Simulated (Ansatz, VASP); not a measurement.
# BN in VASP and in Ansatz

```
B N
1.0
     2.55458    0.00000    0.00000
    -1.27729    2.21233    0.00000
     0.00000    0.00000    4.22451
B N
2 2
Direct
  0.66667 0.33333 0.99981
  0.33333 0.66667 0.49981
  0.57859 0.33333 0.62519
  0.33333 0.66667 0.12519
```

Alike in both runs: task single point; functional PBE; k mesh 12 × 12 × 6; occupations gaussian, width 0.05 eV; no spin polarisation.

```csv
,VASP,Ansatz
version,VASP 6.6.1,Ansatz 0.2.0
potentials or method,"VASP PAW PBE potentials, release 64 (B, N), cutoff 520 eV","scalar-relativistic, plane waves, PAW"
valence electrons in the cell,16,16
```

Ansatz gave:

```
gap on the k mesh at the Fermi level (eV)                     : 4.31
least direct gap on the mesh (eV)                             : 7.00
pressure (GPa)                                                : 7.7
traceless stress, the component that is largest in VASP (GPa) : -7.74
rms of the force components (eV/Å)                            : 2.288
```

Question: Which values does VASP return?

Answer: gap on the k mesh at the Fermi level (eV): 4.29; least direct gap on the mesh (eV): 7.00; pressure (GPa): 7.8; traceless stress, the component that is largest in VASP (GPa): -7.86; rms of the force components (eV/Å): 2.293.

Atom by atom the forces differ by 0.006 eV/Å (rms over components).
